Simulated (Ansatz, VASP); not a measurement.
**ZnSe in VASP and in Ansatz**

```
Zn Se
1.0
     0.00000    2.83380    2.83380
     2.83380    0.00000    2.83380
     2.83380    2.83380    0.00000
Zn Se
1 1
Direct
  0.00000 0.00000 0.00000
  0.75000 0.75000 0.75000
```

Alike in both runs: task single point; functional HF; k mesh 4 × 4 × 4; occupations gaussian, width 0.05 eV; no spin polarisation.

```csv
,VASP,Ansatz
version,VASP 6.6.1,Ansatz 0.2.0
potentials or method,"VASP PAW PBE potentials, release 64 (Zn, Se), cutoff 520 eV","scalar-relativistic, plane waves, PAW"
valence electrons in the cell,18,28
```

|  | VASP | Ansatz | Ansatz less VASP |
| --- | --- | --- | --- |
| gap on the k mesh at the Fermi level (eV) | 9.22 | 9.10 | -0.117 |
| least direct gap on the mesh (eV) | 9.22 | 9.10 | -0.117 |
| pressure (GPa) | 6.5 | 7.6 | +1.12 |

VASP's potentials were made for PBE, not for HF. With one functional, cell and mesh, what is left measures potentials, basis and numerics. VASP's potentials hold 18 valence electrons a cell and Ansatz's 28, so a difference there can come from the potentials and not from the codes. Ansatz's warnings: stress exchange threshold loose, stress scf threshold loose.

The k mesh is coarse, so the values compare programs but aren't converged.
